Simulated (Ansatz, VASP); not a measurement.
Sn: VASP beside Ansatz

```
Sn
1.0
     3.51991    0.00000    0.00000
    -1.75996    3.04834    0.00000
     0.00000    0.00000   11.62940
Sn
4
Cartesian
  -1.7600 3.0483 0.0000
  -1.7600 3.0483 5.8147
  0.0000 2.0322 2.9074
  1.7600 1.0161 8.7221
```

Alike in both runs: task single point; functional PBE; k mesh 12 × 12 × 4; occupations fermi-dirac, width 0.1 eV; no spin polarisation.

```csv
,VASP,Ansatz
version,VASP 6.6.1,Ansatz 0.2.0
potentials or method,"VASP PAW PBE potentials, release 64 (Sn_d), cutoff 500 eV","plane waves (420 eV) with PAW, scalar-relativistic"
valence electrons in the cell,56,56
```

Ansatz gave:

```
pressure (GPa)                                                : -3.9
traceless stress, the component that is largest in VASP (GPa) : -0.05
```

Q: Estimate VASP's values.

A: Pressure (GPa): -4.0; traceless stress, the component that is largest in VASP (GPa): -0.05.

The functional is the same, so the differences come from potentials, cutoffs and numerics.
